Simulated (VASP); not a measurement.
Runs of VASP 6.6.1 on B2AsN. The structure is that of space group I-42d (No. 122), or close to it. The cells are those of the table. 

```csv
task,level,potentials or basis,cell,cutoff (eV),smearing,second run,gap on the mesh (eV),pressure (GPa),largest force (eV/Å)
single point,r2SCAN,"VASP PAW PBE potentials, release 64 (N, B, As)","a = 5.123 Å, angles 131.1, 131.1, 71.7°, 8 atoms",520,gaussian 0.01 eV,-,2.41,0.6,0.03
single point,r2SCAN,"VASP PAW PBE potentials, release 64 (N, B, As)","a = 5.123 Å, angles 131.1, 131.1, 71.7°, 8 atoms",520,fermi-dirac 0.02 eV,-,2.41,0.6,0.03
single point,PBE,"VASP PAW PBE potentials, release 64 (N, B, As)","a = 5.134 Å, angles 131.0, 131.0, 71.9°, 8 atoms",520,fermi-dirac 0.02 eV,-,2.00,0.7,0.07
single point,PBE,"VASP PAW PBE potentials, release 64 (N, B, As_d)","a = 5.123 Å, angles 131.1, 131.1, 71.7°, 8 atoms",600,fermi-dirac 0.02 eV,valence_matched,(b),(a),0.20
relaxation of cell and atoms,PBE,"VASP PAW PBE potentials, release 64 (N, B, As)","relaxed from a = 4.918 Å, angles 131.8, 131.8, 70.5°, 8 atoms",600,fermi-dirac 0.02 eV,-,1.98,0.0,-
```

Alike in all rows: no spin polarisation; k mesh 8 × 8 × 8.

Task: Estimate the missing entries.

Result: (a) 2.1; (b) 2.08.

Caveats: the PAW data sets were made with another functional, which shifts forces and pressure a little (some runs).

A k mesh can miss the band edges, and the runs leave out spin-orbit coupling on As.

The runs don't all hold the same shells in valence.
